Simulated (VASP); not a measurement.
Wanted: the native input for a VASP 6.6.1 run.

```
Task                   : single point
Functional             : PBE
Potentials or basis    : VASP PAW PBE potentials, release 64 (Sr_sv, Cl)
Cutoff                 : 520 eV
k mesh                 : 6 × 6 × 6
Occupations            : gaussian, width 0.01 eV
Spin                   : no spin polarisation
Dipole correction      : no
Further INCAR settings : ALGO = Normal; EDIFF = 1e-06; NBANDS = 33
```

The structure of SrCl2 lies in POSCAR:

```
SrCl2
1.0
   -2.9021468358      2.9021468358      7.2050289351
    2.9021468358     -2.9021468358      7.2050289351
    2.9021468358      2.9021468358     -7.2050289351
Sr Cl
2 4
Direct
    0.7500000000      0.2500000000      0.5000000000
    0.0000000000      0.0000000000      0.0000000000
    0.5426323139      0.0426323139      0.5000000000
    0.7926323139      0.7926323139      0.0000000000
    0.2073676861      0.2073676861      0.0000000000
    0.9573676861      0.4573676861      0.5000000000
```

The input as run:

INCAR

```
SYSTEM = SrCl2
ALGO = Normal
EDIFF = 1E-6
ENCUT = 520
GGA = PE
ISIF = 2
ISMEAR = 0
LASPH = .TRUE.
LCHARG = .FALSE.
LREAL = .FALSE.
LWAVE = .FALSE.
NBANDS = 33
NELM = 60
PREC = Accurate
SIGMA = 0.01
```

KPOINTS

```
k-points
0
G
  6 6 6
  0 0 0
```

Potentials or basis: VASP PAW PBE potentials, release 64 (Sr_sv, Cl).

Run with:

```sh
$ cat potpaw_PBE.64/Sr_sv/POTCAR potpaw_PBE.64/Cl/POTCAR > POTCAR
$ mpirun -np 1 vasp_std > vasp.out
```

Results of the run:

```json
{"Pressure": "-1.2 GPa", "Largest force": "0.091 eV/Å", "Band gap on the k mesh": "5.27 eV (least direct gap 5.40 eV)"}
```

Wall time 4.4 min on 1 thread of Intel(R) Xeon(R) 6975P-C (Granite Rapids) (shared host), peak memory 0.66 GiB.
